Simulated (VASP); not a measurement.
# ZrB (Fmmm) in VASP: notebook

ZrB is run at these levels: LDA; tasks: single point.

Everything below comes from runs of VASP 6.6.1. Logs are shortened: lines on timing, memory, paths and dates and some standing lists are left out, and cuts for length are marked.

## 1. The cell of the first run

The structure is orthorhombic, space group Fmmm (No. 69). The conventional cell has a = 4.605 Å, b = 4.653 Å, c = 4.831 Å, α = 90.00°, β = 90.00°, γ = 90.00°. Within 3.0 Å of Zr (site symmetry mmm) lie 6 B at 2.30 to 2.42 Å. Within 3.0 Å of B (site symmetry mmm) lie 6 Zr at 2.30 to 2.42 Å.

## 2. Single point, LDA (normal strain along x -0.0467, normal strain along z -0.0367)

The input, INCAR:

```
  PREC = Accurate
  ENCUT = 520
  EDIFF = 1E-7
  ISMEAR = 0
  SIGMA = 0.15
  LREAL = False
  LASPH = True
  NELM = 60
  ALGO = Normal
  ISIF = 2
  LWAVE = False
  LCHARG = False
  NBANDS = 14
```

The input, KPOINTS:

```
Automatic mesh
0
Gamma
  16 16 16
```

The input, POSCAR:

```
ZrB
1.0
    0.0000000000      2.4153850465      2.3267404153
    2.3025865648      0.0000000000      2.3267404153
    2.3025865648      2.4153850465      0.0000000000
Zr B
1 1
Direct
    0.0000000000      0.0000000000      0.0000000000
    0.5000000000      0.5000000000      0.5000000000
```

Potentials or basis: VASP PAW LDA potentials, release 64 (Zr_sv, B).

On the command line:

```console
$ cat potpaw_LDA.64/Zr_sv/POTCAR potpaw_LDA.64/B/POTCAR > POTCAR
$ mpirun -np 1 vasp_std > vasp.out
```

OUTCAR:

```text
PREC = Accurate
   ENCUT = 520
   EDIFF = 1E-7
   ISMEAR = 0
   LREAL = False
   LASPH = True
   NELM = 60
   ISIF = 2

 ion  position               nearest neighbor table
   1  0.000  0.000  0.000-   2 2.30   2 2.30   2 2.33   2 2.33   2 2.42   2 2.42
   2  0.500  0.500  0.500-   1 2.30   1 2.30   1 2.33   1 2.33   1 2.42   1 2.42

  LATTYP: Found a face centered orthorhombic cell.
 ALAT       =     4.6051731296
 B/A-ratio  =     1.0104898773
 C/A-ratio  =     1.0489877269

  Lattice vectors:

 A1 = (   0.0000000000,   2.4153850465,  -2.3267404153)
 A2 = (   2.3025865648,   2.4153850465,   0.0000000000)
 A3 = (   2.3025865648,   0.0000000000,  -2.3267404153)

Analysis of symmetry for initial positions (statically):
=====================================================================
 Subroutine PRICEL returns:
 Original cell was already a primitive cell.

 Routine SETGRP: Setting up the symmetry group for a
 face centered orthorhombic supercell.

 Subroutine GETGRP returns: Found  8 space group operations
 (whereof  8 operations were pure point group operations)
 out of a pool of  8 trial point group operations.

The static configuration has the point symmetry D_2h.

Analysis of symmetry for dynamics (positions and initial velocities):
=====================================================================
 Subroutine PRICEL returns:
 Original cell was already a primitive cell.

 Routine SETGRP: Setting up the symmetry group for a
 face centered orthorhombic supercell.

 Subroutine GETGRP returns: Found  8 space group operations
 (whereof  8 operations were pure point group operations)
 out of a pool of  8 trial point group operations.

The dynamic configuration has the point symmetry D_2h.

 Subroutine INISYM returns: Found  8 space group operations
 (whereof  8 operations are pure point group operations),
 and found     1 'primitive' translations

----------------------------------------------------------------------------------------

                                     Primitive cell

  volume of cell :      25.8810

  direct lattice vectors                    reciprocal lattice vectors
     0.000000000  2.415385046  2.326740415    -0.217147102  0.207006332  0.214892902
     2.302586565  0.000000000  2.326740415     0.217147102 -0.207006332  0.214892902
     2.302586565  2.415385046  0.000000000     0.217147102  0.207006332 -0.214892902

  length of vectors
     3.353774871  3.273473056  3.337063052     0.369030412  0.369030412  0.369030412

  position of ions in fractional coordinates (direct lattice)
[... 85 lines left out ...]
   ISIF   =      2    stress and relaxation
   ISYM   =      2    0-nonsym 1-usesym 2-fastsym
   POTIM  = 0.5000    time-step for ionic-motion
   TEBEG  =    0.0;   TEEND  =   0.0 temperature during run
   PSTRESS=    0.0 pullay stress
   NELECT =      15.0000    total number of electrons
   NUPDOWN=      -1.0000    fix difference up-down
   EMIN   =  10.00;   EMAX   =-10.00  energy-range for DOS
   EFERMI =   0.00;   METHOD = LEGACY
   ISMEAR =     0;   SIGMA  =   0.15  broadening in eV -4-tet -1-fermi 0-gaus
   EFERMI_NEDOS =   21; number of points for ismear=-14 and -15
   IALGO  =     38    algorithm
   IMIX   =      4    mixing-type and parameters
     AMIX     =   0.40;   BMIX     =  1.00
     AMIX_MAG =   1.60;   BMIX_MAG =  1.00
  volume/ion in A,a.u.               =      12.94        87.33
  Fermi-wavevector in a.u.,A,eV,Ry     =   1.364935  2.579352 25.348284  1.863046
  Thomas-Fermi vector in A             =   2.491207
   LORBIT       =      0    0 simple, 1 ext, 2 COOP (PROOUT), +10 PAW based schemes
   GGA     = CA    functional components
   LHFCALC =     F    Hartree Fock is set to
   AEXX    =    0.0000 exact exchange contribution
   IVDW    =     0    specifies the selected vdW correction
   LEPSILON=     F    determine dielectric tensor
   LRPA    =     F    only Hartree local field effects (RPA)
 non-spin polarized calculation
 Gauss-broadening in eV      SIGMA  =   0.15
  energy-cutoff  :      520.00
  volume of cell :       25.88
 maximum number of plane-waves:       712
 NGX is ok and might be reduce to    28
   NGX = 13   NGY = 13   NGZ = 13

 number of electron      15.0000000 magnetization

 Free energy of the ion-electron system (eV)
  ---------------------------------------------------
  ext. energy  EPLUGINS =         0.00000000
  ---------------------------------------------------
  free energy    TOTEN  =       -17.35604014 eV

  energy without entropy =      -17.34388568  energy(sigma->0) =      -17.34996291

 E-fermi :   8.6155     XC(G=0): -12.2492

 val. band max:        8.6152494376   @ k =   0.3750  -0.3750   0.0625
 cond. band min:       8.6173717015   @ k =   0.1875   0.0000   0.0625
 fundamental gap:      0.0021222639
 Fermi energy:         8.6154583408

 k-point     1 :       0.0000    0.0000    0.0000
  band No.  band energies     occupation
      1     -38.0212      2.00000
      2     -15.9407      2.00000
      3     -15.9301      2.00000
      4     -15.9238      2.00000
      5       0.4440      2.00000
      6      10.1452      0.00000
      7      10.5629      0.00000
      8      10.6758      0.00000
      9      11.9029      0.00000
     10      12.1551      0.00000
     11      12.4040      0.00000
     12      12.4203      0.00000
     13      12.4868      0.00000
     14      19.7302      0.00000
[... 377 lines left out ...]
      1     -38.0107      2.00000
      2     -16.0155      2.00000
      3     -15.9549      2.00000
      4     -15.9344      2.00000
      5       0.7140      2.00000
      6       9.7556      0.00000
      7       9.9264      0.00000
      8      10.3444      0.00000
      9      10.6325      0.00000
     10      11.6709      0.00000
     11      12.8757      0.00000
     12      13.6571      0.00000
     13      14.5686      0.00000
     14      20.3797      0.00000

 [... further k-points ...]
[... 5 lines left out ...]
  --------------------------------------------------------------------------------------
  -------------------------------------------------------------------------------------
  Total        4.4089022      1.0506334      3.6549392      0.0000000      0.0000000      0.0000000
  in kB      272.9359715     65.0401463    226.2613978      0.0000000      0.0000000      0.0000000
  external PRESSURE =     188.0791719 kB  Pullay stress =       0.0000000 kB

 VOLUME and BASIS-vectors are now :
 -----------------------------------------------------------------------------
  energy-cutoff  :      520.00
  volume of cell :       25.88
      direct lattice vectors                 reciprocal lattice vectors
     0.000000000  2.415385046  2.326740415    -0.217147102  0.207006332  0.214892902
     2.302586565  0.000000000  2.326740415     0.217147102 -0.207006332  0.214892902
     2.302586565  2.415385046  0.000000000     0.217147102  0.207006332 -0.214892902

 POSITION                                       TOTAL-FORCE (eV/Angst)
 -----------------------------------------------------------------------------------
      0.00000      0.00000      0.00000         0.000000      0.000000     -0.000000
      2.30259      2.41539      2.32674        -0.000000     -0.000000      0.000000
 -----------------------------------------------------------------------------------
    total drift:                               -0.000000      0.000000      0.000000

  FREE ENERGIE OF THE ION-ELECTRON SYSTEM (eV)
  ---------------------------------------------------
  free  energy   TOTEN  =       -17.3560401377 eV

  energy  without entropy=      -17.3438856763  energy(sigma->0) =      -17.34996291
```

Run time: 3.3 min. Hardware: 1 thread of AMD EPYC 7R43 (Zen 3), shared host; peak memory 0.29 GiB.

Results:

| Property | Result |
| --- | --- |
| Free energy | -17.3560 eV |
| Pressure | 18.8 GPa |

Caveat: the cell differs from its parent crystal (normal strain along x -0.0467, normal strain along z -0.0367).

## 3. Single point, LDA (normal strain along x -0.0233, normal strain along z -0.0367)

The input, INCAR:

```
SYSTEM = ZrB
  ALGO = Normal
  EDIFF = 1E-7
  ENCUT = 520
  GGA = CA
  ISIF = 2
  ISMEAR = 0
  LASPH = .True.
  LCHARG = .True.
  LELF = .True.
  LREAL = .False.
  LVHAR = .True.
  LWAVE = .False.
  NBANDS = 14
  NELM = 60
  PREC = Accurate
  SIGMA = 0.15
```

The input, KPOINTS:

```
k-points
0
Gamma
  16 16 16
  0 0 0
```

The input, POSCAR:

```
ZrB
1.0
    0.0000000000      2.4153850465      2.3267404153
    2.3591065749      0.0000000000      2.3267404153
    2.3591065749      2.4153850465      0.0000000000
Zr B
1 1
Direct
    0.0000000000      0.0000000000      0.0000000000
    0.5000000000      0.5000000000      0.5000000000
```

Potentials or basis: VASP PAW LDA potentials, release 64 (Zr_sv, B).

On the command line:

```console
$ cat potpaw_LDA.64/Zr_sv/POTCAR potpaw_LDA.64/B/POTCAR > POTCAR
$ mpirun -np 1 vasp_std > vasp.out
```

OUTCAR:

```text
SYSTEM = ZrB
   EDIFF = 1E-7
   ENCUT = 520
   GGA = CA
   ISIF = 2
   ISMEAR = 0
   LASPH = .True.
   LREAL = .False.
   NELM = 60
   PREC = Accurate

 ion  position               nearest neighbor table
   1  0.000  0.000  0.000-   2 2.33   2 2.33   2 2.36   2 2.36   2 2.42   2 2.42
   2  0.500  0.500  0.500-   1 2.33   1 2.33   1 2.36   1 2.36   1 2.42   1 2.42

  LATTYP: Found a face centered orthorhombic cell.
 ALAT       =     4.6534808306
 B/A-ratio  =     1.0139105159
 C/A-ratio  =     1.0380982041

  Lattice vectors:

 A1 = (   2.3591065749,   2.4153850465,   0.0000000000)
 A2 = (   0.0000000000,   2.4153850465,   2.3267404153)
 A3 = (   2.3591065749,   0.0000000000,   2.3267404153)

Analysis of symmetry for initial positions (statically):
=====================================================================
 Subroutine PRICEL returns:
 Original cell was already a primitive cell.

 Routine SETGRP: Setting up the symmetry group for a
 face centered orthorhombic supercell.

 Subroutine GETGRP returns: Found  8 space group operations
 (whereof  8 operations were pure point group operations)
 out of a pool of  8 trial point group operations.

The static configuration has the point symmetry D_2h.

Analysis of symmetry for dynamics (positions and initial velocities):
=====================================================================
 Subroutine PRICEL returns:
 Original cell was already a primitive cell.

 Routine SETGRP: Setting up the symmetry group for a
 face centered orthorhombic supercell.

 Subroutine GETGRP returns: Found  8 space group operations
 (whereof  8 operations were pure point group operations)
 out of a pool of  8 trial point group operations.

The dynamic configuration has the point symmetry D_2h.

 Subroutine INISYM returns: Found  8 space group operations
 (whereof  8 operations are pure point group operations),
 and found     1 'primitive' translations

[... 119 lines left out ...]
   GGA     = CA    functional components
   LHFCALC =     F    Hartree Fock is set to
   AEXX    =    0.0000 exact exchange contribution
   IVDW    =     0    specifies the selected vdW correction
   LEPSILON=     F    determine dielectric tensor
   LRPA    =     F    only Hartree local field effects (RPA)
 non-spin polarized calculation
 Gauss-broadening in eV      SIGMA  =   0.15
  energy-cutoff  :      520.00
  volume of cell :       26.52
 maximum number of plane-waves:       730
 NGX is ok and might be reduce to    28
   NGX = 13   NGY = 13   NGZ = 13

 number of electron      15.0000000 magnetization

 Free energy of the ion-electron system (eV)
  ---------------------------------------------------
  ext. energy  EPLUGINS =         0.00000000
  ---------------------------------------------------
  free energy    TOTEN  =       -17.43786714 eV

  energy without entropy =      -17.42580810  energy(sigma->0) =      -17.43183762

 E-fermi :   8.3652     XC(G=0): -12.1372

 val. band max:        8.3640496154   @ k =   0.4375  -0.3750   0.1250
 cond. band min:       8.3655512163   @ k =  -0.1250   0.1875   0.0625
 fundamental gap:      0.0015016008
 Fermi energy:         8.3651862971

 k-point     1 :       0.0000    0.0000    0.0000
  band No.  band energies     occupation
      1     -38.3722      2.00000
      2     -16.3053      2.00000
      3     -16.2958      2.00000
      4     -16.2939      2.00000
      5       0.2329      2.00000
      6       9.9649      0.00000
      7      10.2202      0.00000
      8      10.3660      0.00000
      9      11.6613      0.00000
     10      11.9085      0.00000
     11      12.0196      0.00000
     12      12.0557      0.00000
     13      12.1548      0.00000
     14      19.4047      0.00000
[... 377 lines left out ...]
      1     -38.3628      2.00000
      2     -16.3683      2.00000
      3     -16.3281      2.00000
      4     -16.2985      2.00000
      5       0.4902      2.00000
      6       9.5433      0.00000
      7       9.7410      0.00000
      8      10.0137      0.00000
      9      10.2552      0.00000
     10      11.3864      0.00000
     11      12.5823      0.00000
     12      13.3748      0.00000
     13      14.1157      0.00000
     14      20.0253      0.00000

 [... further k-points ...]
[... 5 lines left out ...]
  --------------------------------------------------------------------------------------
  -------------------------------------------------------------------------------------
  Total        2.3367259      0.7712513      3.2909451      0.0000000      0.0000000      0.0000000
  in kB      141.1908326     46.6009358    198.8471447      0.0000000      0.0000000      0.0000000
  external PRESSURE =     128.8796377 kB  Pullay stress =       0.0000000 kB

 VOLUME and BASIS-vectors are now :
 -----------------------------------------------------------------------------
  energy-cutoff  :      520.00
  volume of cell :       26.52
      direct lattice vectors                 reciprocal lattice vectors
     0.000000000  2.415385046  2.326740415    -0.211944643  0.207006332  0.214892902
     2.359106575  0.000000000  2.326740415     0.211944643 -0.207006332  0.214892902
     2.359106575  2.415385046  0.000000000     0.211944643  0.207006332 -0.214892902

 POSITION                                       TOTAL-FORCE (eV/Angst)
 -----------------------------------------------------------------------------------
      0.00000      0.00000      0.00000         0.000000      0.000000      0.000000
      2.35911      2.41539      2.32674        -0.000000     -0.000000     -0.000000
 -----------------------------------------------------------------------------------
    total drift:                               -0.000000      0.000000      0.000000

  FREE ENERGIE OF THE ION-ELECTRON SYSTEM (eV)
  ---------------------------------------------------
  free  energy   TOTEN  =       -17.4378671386 eV

  energy  without entropy=      -17.4258080992  energy(sigma->0) =      -17.43183762
```

OSZICAR:

```text
N       E                     dE             d eps       ncg     rms          rms(c)
DAV:   1     0.947625049796E+02    0.94763E+02   -0.78117E+03 17396   0.103E+03
DAV:   2    -0.153568138628E+02   -0.11012E+03   -0.10415E+03 21366   0.284E+02
DAV:   3    -0.192114190372E+02   -0.38546E+01   -0.38127E+01 26360   0.451E+01
DAV:   4    -0.192850514938E+02   -0.73632E-01   -0.73598E-01 20626   0.579E+00
DAV:   5    -0.192867764374E+02   -0.17249E-02   -0.17249E-02 26228   0.612E-01    0.211E+01
DAV:   6    -0.174552656741E+02    0.18315E+01   -0.27169E+00 20150   0.144E+01    0.765E+00
DAV:   7    -0.174399324071E+02    0.15333E-01   -0.26260E-01 24904   0.354E+00    0.353E+00
DAV:   8    -0.174384733227E+02    0.14591E-02   -0.33136E-02 21550   0.143E+00    0.432E-01
DAV:   9    -0.174378217092E+02    0.65161E-03   -0.28236E-03 20682   0.330E-01    0.159E-01
DAV:  10    -0.174378706268E+02   -0.48918E-04   -0.33769E-04 20112   0.205E-01    0.348E-02
DAV:  11    -0.174378677425E+02    0.28843E-05   -0.14193E-05 22444   0.344E-02    0.480E-03
DAV:  12    -0.174378671567E+02    0.58579E-06   -0.47144E-07 20790   0.751E-03    0.115E-03
DAV:  13    -0.174378671386E+02    0.18153E-07   -0.36121E-08 12114   0.200E-03
   1 F= -.17437867E+02 E0= -.17431838E+02  d E =-.120590E-01
```

Run time: 5.4 min. Hardware: 1 thread of AMD EPYC 7R43 (Zen 3), shared host; peak memory 0.3 GiB.

What came out:

```
Free energy : -17.4379 eV
Pressure    : 12.9 GPa
```

Stress tensor (GPa, compression positive):
```
14.12  0.00  0.00
 0.00  4.66  0.00
 0.00  0.00 19.88
```

Levels at points of the mesh, in eV from the Fermi level:
| k point | band 6 | band 7 | band 8 | band 9 | band 10 | band 11 |
| --- | --- | --- | --- | --- | --- | --- |
| (0.00, 0.00, 0.00) | 1.60 | 1.86 | 2.00 | 3.30 | 3.54 | 3.65 |
| (0.50, 0.00, 0.00) | -3.66 | -1.39 | -1.29 | 5.27 | 5.50 | 6.88 |
| (0.50, 0.50, 0.00) | -1.04 | -0.23 | 2.20 | 2.32 | 5.16 | 6.32 |
| (0.50, 0.00, 0.50) | -1.00 | -0.67 | 2.48 | 2.56 | 5.12 | 6.39 |
| (0.00, 0.50, 0.50) | -1.02 | -0.40 | 2.26 | 2.46 | 5.12 | 6.26 |

Caveat: the cell differs from its parent crystal (normal strain along x -0.0233, normal strain along z -0.0367).
